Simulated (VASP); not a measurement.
Rb, 1 atom in the cell. The structure is cubic, space group Fm-3m (No. 225). Conventional cell: a = 7.280 Å, b = 7.280 Å, c = 7.280 Å, α = 90.00°, β = 90.00°, γ = 90.00°. This isn't the form of Rb at room conditions, which is bcc.

| Quantity | Value |
| --- | --- |
| Program | VASP 6.6.1 |
| Task | single point |
| Functional | PBE |
| Potentials or basis | VASP PAW PBE potentials, release 64 (Rb_sv) |
| Cutoff | 400 eV |
| k mesh | 4 × 4 × 4 |
| Occupations | gaussian, width 0.1 eV |
| Spin | no spin polarisation |
| Dipole correction | no |
| k mesh for the DOS | 6 × 6 × 6 |
| Occupations for the DOS | tetrahedron |
| Further INCAR settings | ALGO = Normal; EDIFF = 1e-06; NBANDS = 10 |

Potentials or basis: VASP PAW PBE potentials, release 64 (Rb_sv).

The run is started by

```sh
$ cat potpaw_PBE.64/Rb_sv/POTCAR > POTCAR
$ cp INCAR.step1 INCAR
$ cp KPOINTS.step1 KPOINTS
$ mpirun -np 1 vasp_std > vasp.out
$ cp INCAR.step2 INCAR
$ cp KPOINTS.step2 KPOINTS
$ mpirun -np 1 vasp_std > vasp.out
```

Hardware: 1 thread of Intel(R) Xeon(R) Platinum 8481C CPU @ 2.70GHz (Sapphire Rapids), with other jobs on the host.

Question: Estimate the wall time of this run.

Answer: Wall time 6.2 s on 1 thread of Intel(R) Xeon(R) Platinum 8481C CPU @ 2.70GHz (Sapphire Rapids), on a shared host, peak memory 0.19 GiB. Counts: k points 16.
